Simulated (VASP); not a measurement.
Write the native input for VASP 6.6.1 that does the following.

| Quantity | Value |
| --- | --- |
| Task | single point |
| Functional | r2SCAN |
| Potentials or basis | VASP PAW PBE potentials, release 64 (Ti_sv, Al) |
| Cutoff | 520 eV |
| k mesh | 16 × 16 × 16 |
| Occupations | gaussian, width 0.1 eV |
| Spin | no spin polarisation |
| Dipole correction | no |
| Further INCAR settings | ALGO = Normal; EDIFF = 1e-06; NBANDS = 18 |

Crystal: TiAl3.

```
Ti Al
1.0
    -1.91710    1.91710    4.29375
     1.91710   -1.91710    4.29375
     1.91710    1.91710   -4.29375
Ti Al
1 3
Direct
  0.00000 0.00000 0.00000
  0.50000 0.50000 0.00000
  0.75000 0.25000 0.50000
  0.25000 0.75000 0.50000
```

These files were run (other wordings do the same):

POSCAR

```
TiAl3
1.0
   -1.9170967270      1.9170967270      4.2937475729
    1.9170967270     -1.9170967270      4.2937475729
    1.9170967270      1.9170967270     -4.2937475729
Ti Al
1 3
Direct
    0.0000000000      0.0000000000      0.0000000000
    0.5000000000      0.5000000000      0.0000000000
    0.7500000000      0.2500000000      0.5000000000
    0.2500000000      0.7500000000      0.5000000000
```

INCAR.step1

```
PREC = Accurate
ENCUT = 520
ISMEAR = 0
SIGMA = 0.1
LREAL = False
LASPH = True
NELM = 60
NBANDS = 18
GGA = PE
ALGO = Normal
EDIFF = 1E-4
LWAVE = True
LCHARG = False
```

INCAR.step2

```
PREC = Accurate
ENCUT = 520
EDIFF = 1E-6
ISMEAR = 0
SIGMA = 0.1
LREAL = False
LASPH = True
NELM = 60
ALGO = Normal
ISIF = 2
LWAVE = False
LCHARG = True
METAGGA = R2SCAN
LMIXTAU = True
LELF = True
LVHAR = True
NBANDS = 18
ISTART = 1
```

KPOINTS

```
Automatic mesh
0
Gamma
  16 16 16
```

Potentials or basis: VASP PAW PBE potentials, release 64 (Ti_sv, Al).

Command:

```sh
$ cat potpaw_PBE.64/Ti_sv/POTCAR potpaw_PBE.64/Al/POTCAR > POTCAR
$ cp INCAR.step1 INCAR
$ mpirun -np 1 vasp_std > vasp.out
$ cp INCAR.step2 INCAR
$ mpirun -np 1 vasp_std > vasp.out
```

It gave:

* Pressure: -1.0 GPa

Caveat: the PAW data sets were made with another functional, which shifts forces and pressure a little.

It took 50 min on 1 thread of AMD EPYC 7R13 Processor (Zen 3) (shared host), peak memory 0.5 GiB.
